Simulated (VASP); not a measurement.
# MgAl18 in VASP: further runs, part 2 of 2

VASP 6.6.1.

## (3) Single point, LDA

Contents of INCAR:

```
PREC = Accurate
ENCUT = 520
EDIFF = 1E-6
ISMEAR = -1
SIGMA = 0.15
LREAL = Auto
LASPH = True
NELM = 100
ALGO = Normal
ISIF = 2
LWAVE = False
LCHARG = False
NBANDS = 43
```

Contents of KPOINTS:

```
Automatic mesh
0
Gamma
  2 3 1
```

Contents of POSCAR:

```
MgAl18
1.0
   12.1500000000      0.0000000000      0.0000000000
    0.0000000000      5.7275650000      0.0000000000
    0.0000000000      0.0000000000     13.8637820000
Al Mg
18 1
Direct
    0.0000000000      0.0000000000      0.0721303898
    0.3333333333      0.0000000000      0.0721303898
    0.6666666667      0.0000000000      0.0721303898
    0.0000000000      0.5000000873      0.0721303898
    0.3333333333      0.5000000873      0.0721303898
    0.6666666667      0.5000000873      0.0721303898
    0.1666674897      0.2494119229      0.1526534390
    0.4996303704      0.2496612435      0.1697137909
    0.8337036214      0.2496626402      0.1697124926
    0.1666660082      0.7500922294      0.1736419398
    0.5018553909      0.7499743783      0.1703062700
    0.8314790947      0.7499714102      0.1703055487
   -0.0042802469     -0.0061767959      0.2706874646
    0.3376084774     -0.0061733040      0.2706868876
    0.6666661728      0.0015325885      0.2707012416
   -0.0038940741      0.5070549178      0.2707859226
    0.3372276543      0.5070575367      0.2707885915
    0.6666688066      0.4981387378      0.2703799728
    0.1666629630      0.2490723370      0.3596082223
```

Potentials or basis: VASP PAW LDA potentials, release 64 (Al, Mg).

On the command line:

```bash
$ cat potpaw_LDA.64/Al/POTCAR potpaw_LDA.64/Mg/POTCAR > POTCAR
$ mpirun -np 1 vasp_std > vasp.out
```

OUTCAR:

```text
PREC = Accurate
   ENCUT = 520
   EDIFF = 1E-6
   ISMEAR = -1
   LREAL = Auto
   LASPH = True
   NELM = 100
   ISIF = 2

 ion  position               nearest neighbor table
   1  0.000  0.000  0.072-   7 2.72  13 2.75   9 2.82  12 2.85  10 2.85   4 2.86   4 2.86
   2  0.333  0.000  0.072-   7 2.72  14 2.75   8 2.82  11 2.85  10 2.85   5 2.86   5 2.86
   3  0.667  0.000  0.072-  15 2.75  11 2.81  12 2.81   8 2.83   9 2.83   6 2.86   6 2.86
   4  0.000  0.500  0.072-   7 2.72  16 2.75   9 2.82  12 2.85  10 2.85   1 2.86   1 2.86
   5  0.333  0.500  0.072-   7 2.72  17 2.75   8 2.82  11 2.85  10 2.85   2 2.86   2 2.86
   6  0.667  0.500  0.072-  18 2.75  12 2.81  11 2.81   9 2.83   8 2.83   3 2.86   3 2.86
   7  0.167  0.249  0.153-   2 2.72   1 2.72   5 2.72   4 2.72  19 2.87  10 2.87  10 2.88  14 3.02
                            13 3.02  16 3.03  17 3.03
   8  0.500  0.250  0.170-   2 2.82   5 2.82  14 2.83   3 2.83   6 2.83  17 2.83  18 2.84  15 2.85
                            11 2.86  11 2.87
   9  0.834  0.250  0.170-   1 2.82   4 2.82  13 2.83   3 2.83   6 2.83  16 2.83  18 2.84  15 2.85
                            12 2.86  12 2.87
  10  0.167  0.750  0.174-  16 2.84  17 2.84  14 2.84  13 2.84   1 2.85   2 2.85   4 2.85   5 2.85
                             7 2.87   7 2.88
  11  0.502  0.750  0.170-  14 2.81  17 2.81   6 2.81   3 2.81  18 2.83  15 2.83   5 2.85   2 2.85
                             8 2.86   8 2.87
  12  0.831  0.750  0.170-  13 2.81  16 2.81   6 2.81   3 2.81  18 2.83  15 2.83   4 2.85   1 2.85
[... 8 lines left out ...]
  17  0.337  0.507  0.271-   5 2.75  14 2.79  11 2.81  19 2.83   8 2.83  10 2.84  14 2.94   7 3.03

  18  0.667  0.498  0.270-   6 2.75  12 2.83  11 2.83  15 2.84   9 2.84   8 2.84  15 2.88
  19  0.167  0.249  0.360-  13 2.82  14 2.82  16 2.83  17 2.83   7 2.87

  LATTYP: Found a simple orthorhombic cell.
 ALAT       =     5.7275650000
 B/A-ratio  =     2.1213203167
 C/A-ratio  =     2.4205368250

  Lattice vectors:

 A1 = (   0.0000000000,  -5.7275650000,   0.0000000000)
 A2 = (  12.1500000000,   0.0000000000,   0.0000000000)
 A3 = (   0.0000000000,   0.0000000000,  13.8637820000)

Analysis of symmetry for initial positions (statically):
=====================================================================
 Subroutine PRICEL returns:
 Original cell was already a primitive cell.

 Routine SETGRP: Setting up the symmetry group for a
[... 162 lines left out ...]
   LEPSILON=     F    determine dielectric tensor
   LRPA    =     F    only Hartree local field effects (RPA)
 non-spin polarized calculation
  energy-cutoff  :      520.00
  volume of cell :      964.78
 maximum number of plane-waves:     25994
   NGX = 45   NGY = 21   NGZ = 51

 number of electron      56.0000000 magnetization

 Free energy of the ion-electron system (eV)
  ---------------------------------------------------
  ext. energy  EPLUGINS =         0.00000000
  ---------------------------------------------------
  free energy    TOTEN  =       -67.83912765 eV

  energy without entropy =      -67.14636071  energy(sigma->0) =      -67.49274418

 E-fermi :  -0.2435     XC(G=0):  -4.8555

 val. band max:       -0.2758127615   @ k =   0.0000   0.3333   0.0000
 cond. band min:      -0.2370452871   @ k =   0.5000   0.0000   0.0000
 fundamental gap:      0.0387674744
 Fermi energy:        -0.2435083672

 k-point     1 :       0.0000    0.0000    0.0000
  band No.  band energies     occupation
      1      -9.9403      2.00000
      2      -8.9720      2.00000
      3      -8.9676      2.00000
      4      -6.3692      2.00000
      5      -6.0229      2.00000
      6      -5.9793      2.00000
[... 161 lines left out ...]
     39       1.9539      0.00000
     40       2.0836      0.00000
 [bands above 40 left out]

------------------------ aborting loop because EDIFF is reached ----------------------------------------

  FORCE on cell =-STRESS in cart. coord.  units (eV):
  Direction    XX          YY          ZZ          XY          YZ          ZX
  --------------------------------------------------------------------------------------
  -------------------------------------------------------------------------------------
  Total      -15.5917273    -14.9884922     -0.1251405     -0.0000536      0.0001975      0.0002179
  in kB      -25.8926672    -24.8908944     -0.2078166     -0.0000890      0.0003280      0.0003619
  external PRESSURE =     -16.9971261 kB  Pullay stress =       0.0000000 kB

 VOLUME and BASIS-vectors are now :
 -----------------------------------------------------------------------------
  energy-cutoff  :      520.00
  volume of cell :      964.78
      direct lattice vectors                 reciprocal lattice vectors
    12.150000000  0.000000000  0.000000000     0.082304527  0.000000000  0.000000000
     0.000000000  5.727565000  0.000000000     0.000000000  0.174594265  0.000000000
     0.000000000  0.000000000 13.863782000     0.000000000  0.000000000  0.072130390

 POSITION                                       TOTAL-FORCE (eV/Angst)
 -----------------------------------------------------------------------------------
      0.00000      0.00000      1.00000        -0.101584     -0.194162      0.012623
      4.05000      0.00000      1.00000         0.101618     -0.194182      0.012606
      8.10000      0.00000      1.00000         0.000018      0.028008     -0.037944
      0.00000      2.86378      1.00000        -0.099453      0.189257      0.021820
      4.05000      2.86378      1.00000         0.099488      0.189282      0.021928
      8.10000      2.86378      1.00000        -0.000019     -0.031391     -0.045609
[... 11 lines left out ...]
      8.10003      2.85312      3.74849        -0.000083      0.000231      0.014802
      2.02496      1.42658      4.98553         0.000098      0.004967     -0.045949
 -----------------------------------------------------------------------------------
    total drift:                               -0.000044      0.003932      0.008144

  FREE ENERGIE OF THE ION-ELECTRON SYSTEM (eV)
  ---------------------------------------------------
  free  energy   TOTEN  =       -67.8391276539 eV

  energy  without entropy=      -67.1463607101  energy(sigma->0) =      -67.49274418
```

Wall time 4.3 min (1 thread of Intel Xeon Platinum 8488C (Sapphire Rapids), shared host); peak memory 0.68 GiB.

Results:

| Property | Result |
| --- | --- |
| Free energy | -67.8391 eV |
| Largest force | 0.220 eV/Å |
| Band gap on the k mesh | zero (bands 28 and 29 overlap by 0.74 eV) |

Forces on the atoms (eV/Å):
```
Al  -0.102 -0.194  0.013
Al   0.102 -0.194  0.013
Al   0.000  0.028 -0.038
Al  -0.099  0.189  0.022
Al   0.099  0.189  0.022
Al   0.000 -0.031 -0.046
Al   0.000  0.017  0.013
Al  -0.020  0.011  0.012
Al   0.020  0.011  0.012
Al   0.000 -0.003 -0.016
Al  -0.003 -0.004  0.005
Al   0.003 -0.004  0.005
Al  -0.007 -0.007  0.007
Al   0.007 -0.007  0.007
Al   0.000 -0.001 -0.003
Al  -0.013 -0.002  0.002
Al   0.013 -0.002  0.001
Al   0.000  0.000  0.015
Mg   0.000  0.005 -0.046
```

Caveat: the k points lie up to 0.37 Å⁻¹ apart, too coarse for converged energies and pressures of a metal.
